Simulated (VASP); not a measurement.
# In3Se (Pm-3m) in VASP: further runs

In3Se is run at these levels: PBEsol, LDA; tasks: single point.

All numbers are computed with VASP 6.6.1; they aren't measurements. Logs are shortened: lines on timing, memory, paths and dates and some standing lists are left out, and cuts for length are marked.

## Step 1: The cell of the first run

Symmetry: Pm-3m, No. 221, cubic system. The conventional cell has a = 4.804 Å, b = 4.804 Å, c = 4.804 Å, α = 90.00°, β = 90.00°, γ = 90.00°. Within 4.5 Å of In (site symmetry 4/mmm) lie 8 In at 3.40 Å and 4 Se at 3.40 Å. Se (site symmetry m-3m) has 12 In at 3.40 Å within 4.5 Å.

## Step 2: Single point, PBEsol

File INCAR:

```
SYSTEM = In3Se
ALGO = Normal ; EDIFF = 1E-6
ENCUT = 500 ; GGA = PS
GGA_COMPAT = .False. ; ISIF = 2
ISMEAR = 0 ; LASPH = .True.
LCHARG = .False. ; LREAL = .False.
LWAVE = .False. ; NBANDS = 30
NELM = 120 ; PREC = Accurate
SIGMA = 0.1
```

File KPOINTS:

```
Automatic mesh
0
Gamma
  8 8 8
  0.5 0.5 0.5
```

File POSCAR:

```
In3Se
1.0
    4.8037580000      0.0000000000      0.0000000000
    0.0000000000      4.8037580000      0.0000000000
    0.0000000000      0.0000000000      4.8037580000
In Se
3 1
Direct
    0.0000000000      0.5000000000      0.5000000000
    0.5000000000      0.0000000000      0.5000000000
    0.5000000000      0.5000000000      0.0000000000
    0.0000000000      0.0000000000      0.0000000000
```

Potentials or basis: VASP PAW PBE potentials, release 64 (In_d, Se).

The run is started by

```bash
cat potpaw_PBE.64/In_d/POTCAR potpaw_PBE.64/Se/POTCAR > POTCAR
mpirun -np 1 vasp_std > vasp.out
```

OUTCAR:

```text
SYSTEM = In3Se
   EDIFF = 1E-6
   ENCUT = 500
   GGA = PS
   ISIF = 2
   ISMEAR = 0
   LASPH = .True.
   LREAL = .False.
   NELM = 120
   PREC = Accurate

 ion  position               nearest neighbor table
   1  0.000  0.500  0.500-   2 3.40   3 3.40   4 3.40   3 3.40   4 3.40   2 3.40   4 3.40   4 3.40
                             2 3.40   3 3.40   3 3.40   2 3.40
   2  0.500  0.000  0.500-   1 3.40   3 3.40   4 3.40   3 3.40   4 3.40   1 3.40   3 3.40   3 3.40
                             1 3.40   4 3.40   4 3.40   1 3.40
   3  0.500  0.500  0.000-   1 3.40   2 3.40   4 3.40   1 3.40   2 3.40   2 3.40   4 3.40   2 3.40
                             1 3.40   4 3.40   1 3.40   4 3.40
   4  0.000  0.000  0.000-   1 3.40   2 3.40   3 3.40   1 3.40   2 3.40   1 3.40   3 3.40   1 3.40
                             2 3.40   3 3.40   2 3.40   3 3.40

  LATTYP: Found a simple cubic cell.
 ALAT       =     4.8037580000

  Lattice vectors:

 A1 = (   4.8037580000,   0.0000000000,   0.0000000000)
 A2 = (   0.0000000000,   4.8037580000,   0.0000000000)
 A3 = (   0.0000000000,   0.0000000000,   4.8037580000)

Analysis of symmetry for initial positions (statically):
=====================================================================
 Subroutine PRICEL returns:
 Original cell was already a primitive cell.

 Routine SETGRP: Setting up the symmetry group for a
 simple cubic supercell.

 Subroutine GETGRP returns: Found 48 space group operations
 (whereof 48 operations were pure point group operations)
 out of a pool of 48 trial point group operations.

The static configuration has the point symmetry O_h .

Analysis of symmetry for dynamics (positions and initial velocities):
=====================================================================
 Subroutine PRICEL returns:
 Original cell was already a primitive cell.

 Routine SETGRP: Setting up the symmetry group for a
 simple cubic supercell.

 Subroutine GETGRP returns: Found 48 space group operations
 (whereof 48 operations were pure point group operations)
 out of a pool of 48 trial point group operations.

The dynamic configuration has the point symmetry O_h .

 Subroutine INISYM returns: Found 48 space group operations
 (whereof 48 operations are pure point group operations),
 and found     1 'primitive' translations

----------------------------------------------------------------------------------------

                                     Primitive cell

  volume of cell :     110.8520

  direct lattice vectors                    reciprocal lattice vectors
     4.803758000  0.000000000  0.000000000     0.208170353  0.000000000  0.000000000
     0.000000000  4.803758000  0.000000000     0.000000000  0.208170353  0.000000000
     0.000000000  0.000000000  4.803758000     0.000000000  0.000000000  0.208170353

  length of vectors
     4.803758000  4.803758000  4.803758000     0.208170353  0.208170353  0.208170353

  position of ions in fractional coordinates (direct lattice)
     0.000000000  0.500000000  0.500000000
     0.500000000  0.000000000  0.500000000
     0.500000000  0.500000000  0.000000000
     0.000000000  0.000000000  0.000000000

  ion indices of the primitive-cell ions
   primitive index   ion index
                 1           1
                 2           2
                 3           3
                 4           4

----------------------------------------------------------------------------------------

 KPOINTS: Automatic mesh

Automatic generation of k-mesh.
 Grid dimensions read from file:
 generate k-points for:    8    8    8

 Generating k-lattice:

  Cartesian coordinates                     Fractional coordinates (reciprocal lattice)
     0.026021294  0.000000000  0.000000000     0.125000000  0.000000000  0.000000000
     0.000000000  0.026021294  0.000000000     0.000000000  0.125000000  0.000000000
     0.000000000  0.000000000  0.026021294     0.000000000  0.000000000  0.125000000

  Length of vectors
     0.026021294  0.026021294  0.026021294

  Shift w.r.t. Gamma in fractional coordinates (k-lattice)
     0.500000000  0.500000000  0.500000000

 Subroutine IBZKPT returns following result:
 ===========================================

 Found     20 irreducible k-points:

 Following reciprocal coordinates:
            Coordinates               Weight
  0.062500  0.062500  0.062500      8.000000
  0.187500  0.062500  0.062500     24.000000
  0.312500  0.062500  0.062500     24.000000
  0.437500  0.062500  0.062500     24.000000
  0.187500  0.187500  0.062500     24.000000
  0.312500  0.187500  0.062500     48.000000
[... 12 lines left out ...]
  0.437500  0.437500  0.312500     24.000000
  0.437500  0.437500  0.437500      8.000000
   k-points           NKPTS =     20   k-points in BZ     NKDIM =     20   number of bands    NBANDS=     30
   number of dos      NEDOS =    301   number of ions     NIONS =      4
   total plane-waves  NPLWV =  46656
   dimension x,y,z NGX =    36 NGY =   36 NGZ =   36
   dimension x,y,z NGXF=    72 NGYF=   72 NGZF=   72
   ions per type =               3   1
   NGX,Y,Z   is equivalent  to a cutoff of  12.46, 12.46, 12.46 a.u.
   NGXF,Y,Z  is equivalent  to a cutoff of  24.92, 24.92, 24.92 a.u.
 SYSTEM =  In3Se
   PREC   = accura    normal or accurate (medium, high low for compatibility)
   ISTART =      0    job   : 0-new  1-cont  2-samecut
   ICHARG =      2    charge: 1-file 2-atom 10-const
   ISPIN  =      1    spin polarized calculation?
   LNONCOLLINEAR =      F non collinear calculations
   LSORBIT =      F    spin-orbit coupling
   LASPH  =      T    aspherical Exc in radial PAW
   ENCUT  =  500.0 eV  36.75 Ry    6.06 a.u.   8.76  8.76  8.76*2*pi/ulx,y,z
   NELM   =    120;   NELMIN=  2; NELMDL= -5     # of ELM steps
   EDIFF  = 0.1E-05   stopping-criterion for ELM
   LREAL  =      F    real-space projection
   EDIFFG = 0.1E-04   stopping-criterion for IOM
   NSW    =      0    number of steps for IOM
   IBRION =     -1    ionic relax: 0-MD 1-quasi-New 2-CG
   NFREE  =      0    steps in history (QN), initial steepest desc. (CG)
   ISIF   =      2    stress and relaxation
   ISYM   =      2    0-nonsym 1-usesym 2-fastsym
   POTIM  = 0.5000    time-step for ionic-motion
   TEBEG  =    0.0;   TEEND  =   0.0 temperature during run
   PSTRESS=    0.0 pullay stress
   NELECT =      45.0000    total number of electrons
   NUPDOWN=      -1.0000    fix difference up-down
   EMIN   =  10.00;   EMAX   =-10.00  energy-range for DOS
   EFERMI =   0.00;   METHOD = LEGACY
   ISMEAR =     0;   SIGMA  =   0.10  broadening in eV -4-tet -1-fermi 0-gaus
   EFERMI_NEDOS =   21; number of points for ismear=-14 and -15
   IALGO  =     38    algorithm
   IMIX   =      4    mixing-type and parameters
     AMIX     =   0.40;   BMIX     =  1.00
     AMIX_MAG =   1.60;   BMIX_MAG =  1.00
  volume/ion in A,a.u.               =      27.71       187.02
  Fermi-wavevector in a.u.,A,eV,Ry     =   1.212173  2.290675 19.991897  1.469363
  Thomas-Fermi vector in A             =   2.347665
   LORBIT       =      0    0 simple, 1 ext, 2 COOP (PROOUT), +10 PAW based schemes
   GGA     = PS    functional components
   LHFCALC =     F    Hartree Fock is set to
   AEXX    =    0.0000 exact exchange contribution
   IVDW    =     0    specifies the selected vdW correction
   LEPSILON=     F    determine dielectric tensor
   LRPA    =     F    only Hartree local field effects (RPA)
 non-spin polarized calculation
 Gauss-broadening in eV      SIGMA  =   0.10
  energy-cutoff  :      500.00
  volume of cell :      110.85
 maximum number of plane-waves:      2848
 NGX is ok and might be reduce to    36
   NGX = 17   NGY = 17   NGZ = 17

 number of electron      45.0000024 magnetization

 Free energy of the ion-electron system (eV)
  ---------------------------------------------------
  ext. energy  EPLUGINS =         0.00000000
  ---------------------------------------------------
  free energy    TOTEN  =       -13.15604541 eV

  energy without entropy =      -13.15107010  energy(sigma->0) =      -13.15355776

 E-fermi :   5.7985     XC(G=0):  -9.9013

 val. band max:        5.7199307419   @ k =   0.3125   0.3125   0.0625
 cond. band min:       5.9395740745   @ k =   0.3125   0.1875   0.0625
 fundamental gap:      0.2196433326
 Fermi energy:         5.7985126426

 k-point     1 :       0.0625    0.0625    0.0625
  band No.  band energies     occupation
      1      -8.8858      2.00000
      2      -8.8794      2.00000
      3      -8.8788      2.00000
      4      -8.8788      2.00000
      5      -8.7635      2.00000
      6      -8.7635      2.00000
[... 22 lines left out ...]
     29      11.3329      0.00000
     30      12.6766      0.00000

 k-point     2 :       0.1875    0.0625    0.0625
  band No.  band energies     occupation
      1      -8.8770      2.00000
      2      -8.8625      2.00000
      3      -8.8528      2.00000
      4      -8.8481      2.00000
      5      -8.7601      2.00000
      6      -8.7452      2.00000
[... 22 lines left out ...]
     29      11.9353      0.00000
     30      12.2545      0.00000

 k-point     3 :       0.3125    0.0625    0.0625
  band No.  band energies     occupation
      1      -8.8694      2.00000
      2      -8.8219      2.00000
      3      -8.8045      2.00000
      4      -8.7971      2.00000
      5      -8.7543      2.00000
      6      -8.7139      2.00000
[... 22 lines left out ...]
     29      11.1779      0.00000
     30      12.3866      0.00000

 k-point     4 :       0.4375    0.0625    0.0625
  band No.  band energies     occupation
      1      -8.8640      2.00000
      2      -8.7804      2.00000
      3      -8.7440      2.00000
      4      -8.7433      2.00000
      5      -8.7399      2.00000
      6      -8.6835      2.00000
[... 22 lines left out ...]
     29      10.5416      0.00000
     30      11.5037      0.00000

 k-point     5 :       0.1875    0.1875    0.0625
  band No.  band energies     occupation
      1      -8.8634      2.00000
      2      -8.8464      2.00000
      3      -8.8402      2.00000
      4      -8.8202      2.00000
      5      -8.7498      2.00000
      6      -8.7318      2.00000
[... 22 lines left out ...]
     29      11.0453      0.00000
     30      12.2634      0.00000
[... 394 lines left out ...]
     29      12.1848      0.00000
     30      13.3075      0.00000

 k-point    18 :       0.4375    0.3125    0.3125
  band No.  band energies     occupation
      1      -8.8340      2.00000
      2      -8.8032      2.00000
      3      -8.7787      2.00000
      4      -8.7732      2.00000
      5      -8.7539      2.00000
      6      -8.7426      2.00000
[... 22 lines left out ...]
     29      12.2727      0.00000
     30      12.9436      0.00000

 k-point    19 :       0.4375    0.4375    0.3125
  band No.  band energies     occupation
      1      -8.8550      2.00000
      2      -8.7960      2.00000
      3      -8.7804      2.00000
      4      -8.7784      2.00000
      5      -8.7688      2.00000
      6      -8.7522      2.00000
[... 22 lines left out ...]
     29      12.7236      0.00000
     30      13.1010      0.00000

 k-point    20 :       0.4375    0.4375    0.4375
  band No.  band energies     occupation
      1      -8.8832      2.00000
      2      -8.7994      2.00000
      3      -8.7891      2.00000
      4      -8.7891      2.00000
      5      -8.7701      2.00000
      6      -8.7701      2.00000
[... 22 lines left out ...]
     29      13.7497      0.00000
     30      13.7520      0.00000

------------------------ aborting loop because EDIFF is reached ----------------------------------------

  FORCE on cell =-STRESS in cart. coord.  units (eV):
  Direction    XX          YY          ZZ          XY          YZ          ZX
  --------------------------------------------------------------------------------------
  -------------------------------------------------------------------------------------
  Total       -2.0835753     -2.0835753     -2.0835753      0.0000000      0.0000000     -0.0000000
  in kB      -30.1145535    -30.1145535    -30.1145535      0.0000000      0.0000000     -0.0000000
  external PRESSURE =     -30.1145535 kB  Pullay stress =       0.0000000 kB

 VOLUME and BASIS-vectors are now :
 -----------------------------------------------------------------------------
  energy-cutoff  :      500.00
  volume of cell :      110.85
      direct lattice vectors                 reciprocal lattice vectors
     4.803758000  0.000000000  0.000000000     0.208170353  0.000000000  0.000000000
     0.000000000  4.803758000  0.000000000     0.000000000  0.208170353  0.000000000
     0.000000000  0.000000000  4.803758000     0.000000000  0.000000000  0.208170353

 POSITION                                       TOTAL-FORCE (eV/Angst)
 -----------------------------------------------------------------------------------
      0.00000      2.40188      2.40188         0.000000      0.000000      0.000000
      2.40188      0.00000      2.40188         0.000000      0.000000      0.000000
      2.40188      2.40188      0.00000         0.000000      0.000000      0.000000
      0.00000      0.00000      0.00000         0.000000      0.000000      0.000000
 -----------------------------------------------------------------------------------
    total drift:                                0.000000      0.000000      0.000000

  FREE ENERGIE OF THE ION-ELECTRON SYSTEM (eV)
  ---------------------------------------------------
  free  energy   TOTEN  =       -13.1560454116 eV

  energy  without entropy=      -13.1510701030  energy(sigma->0) =      -13.15355776
```

Wall time 49 s (1 thread of Intel Xeon Platinum 8259CL at 2.50GHz (Skylake/Cascade Lake), shared host); peak memory 0.22 GiB.

Results:

```yaml
Free_energy: -13.1560 eV
Pressure: -3.0 GPa
Band_gap_on_the_k_mesh: zero (an odd number of electrons rules out a gap without spin polarisation)
```

Caveat: the cell stands under tension; the PAW data sets were made with another functional, which shifts forces and pressure a little; spin-orbit coupling is left out, which moves the levels of the heavy elements.

## Step 3: Single point, LDA

File INCAR:

```
ALGO = Normal
EDIFF = 1E-6
ENCUT = 520
GGA = CA
ISIF = 2
ISMEAR = 0
LASPH = True
LCHARG = False
LREAL = False
LWAVE = False
NBANDS = 30
NELM = 60
PREC = Accurate
SIGMA = 0.1
```

File KPOINTS:

```
k-points
0
Gamma
  10 10 10
```

POSCAR is that of step 2.

Potentials or basis: VASP PAW LDA potentials, release 64 (In_d, Se).

The run is started by

```bash
cat potpaw_LDA.64/In_d/POTCAR potpaw_LDA.64/Se/POTCAR > POTCAR
mpirun -np 1 vasp_std > vasp.out
```

Run time: 2.4 min. Hardware: 1 thread of Intel Xeon 8259CL, shared host; peak memory 0.28 GiB.

Results (log left out):

```yaml
Free_energy: -14.0288 eV
Pressure: -4.3 GPa
Band_gap_on_the_k_mesh: zero (an odd number of electrons rules out a gap without spin polarisation)
```

Levels at points of the mesh, in eV from the Fermi level:
```
           k point  band 21  band 22  band 23  band 24  band 25  band 26
(0.00, 0.00, 0.00)    -2.27    -2.27     1.17     1.17     1.17     4.16
(0.50, 0.00, 0.00)    -1.75    -0.95    -0.06    -0.06     1.45     3.70
(0.50, 0.50, 0.00)    -0.82    -0.66    -0.66     1.39     1.81     1.81
(0.50, 0.50, 0.50)    -4.07    -4.07    -3.12     3.03     3.03     3.03
```

Caveat: the cell stands under tension; spin-orbit coupling is left out, which moves the levels of the heavy elements.
